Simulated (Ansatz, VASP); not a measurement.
## TiC: VASP beside Ansatz

```
Ti C
1.0
     0.00000    2.16572    2.16572
     2.16572    0.00000    2.16572
     2.16572    2.16572    0.00000
Ti C
1 1
Cartesian
  0.0000 0.0000 0.0000
  2.1657 2.1657 2.1657
```

Alike in both runs: task single point; functional PBE-based screened hybrid with a share of 0.35 of exact exchange and HFSCREEN = 0.2078699; k mesh 6 × 6 × 6; occupations fermi-dirac, width 0.05 eV; no spin polarisation.

|  | VASP | Ansatz |
| --- | --- | --- |
| version | VASP 6.6.1 | Ansatz 0.2.0 |
| potentials or method | VASP PAW PBE potentials, release 64 (Ti_sv, C) | Ansatz PAW |
| plane-wave cutoff (eV) | 520 | 420 |
| valence electrons in the cell | 16 | 16 |

VASP gave:

```
gap on the k mesh at the Fermi level (eV) : none
pressure (GPa)                            : -6.5
```

What did Ansatz give for the same quantities?

gap on the k mesh at the Fermi level (eV): none; pressure (GPa): -6.4.

VASP's potentials were made for PBE, not for PBE-based screened hybrid. A gap of «none» marks a metal or a gap that the smearing closes. The functional is the same, so the differences come from potentials, cutoffs and numerics.

The k mesh is coarse, so the values compare programs but aren't converged.
